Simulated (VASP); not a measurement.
Here is a VASP 6.6.1 calculation.

Contents of POSCAR:

```
Mo
1.0
   -1.5838089719      1.5838089719      1.5838089719
    1.5838089719     -1.5838089719      1.5838089719
    1.5838089719      1.5838089719     -1.5838089719
Mo
1
Direct
    0.0000000000      0.0000000000      0.0000000000
```

File INCAR.step1:

```
SYSTEM = Mo
PREC = Accurate
ENCUT = 520
EDIFF = 1E-5
ISMEAR = -1
SIGMA = 0.05
LREAL = .FALSE.
LASPH = .TRUE.
NELM = 60
ALGO = Normal
ISIF = 2
LWAVE = .TRUE.
LCHARG = .FALSE.
GGA = PE
NBANDS = 13
```

INCAR.step2

```
SYSTEM = Mo
PREC = Accurate
ENCUT = 520
EDIFF = 1E-6
ISMEAR = -1
SIGMA = 0.05
LREAL = .FALSE.
LASPH = .TRUE.
NELM = 60
ALGO = Normal
ISIF = 2
LWAVE = .FALSE.
LCHARG = .FALSE.
METAGGA = R2SCAN
LHFCALC = .TRUE.
AEXX = 0.25
LMIXTAU = .TRUE.
PRECFOCK = Normal
ISTART = 1
NBANDS = 13
```

File KPOINTS:

```
regular mesh
0
G
  6 6 6
  0 0 0
```

Potentials or basis: VASP PAW PBE potentials, release 64 (Mo_sv).

Command:

```console
$ cat potpaw_PBE.64/Mo_sv/POTCAR > POTCAR
$ cp INCAR.step1 INCAR
$ mpirun -np 1 vasp_std > vasp.out
$ cp INCAR.step2 INCAR
$ mpirun -np 1 vasp_std > vasp.out
```

Q: Predict the band gap on the k mesh.

A: Zero (bands 7 and 8 overlap by 7.23 eV).

Q: Estimate the pressure.

A: -9.7 GPa.

Caveat: the k points lie up to 0.47 Å⁻¹ apart, too coarse for converged energies and pressures of a metal; the PAW data sets were made with another functional, which shifts forces and pressure a little.
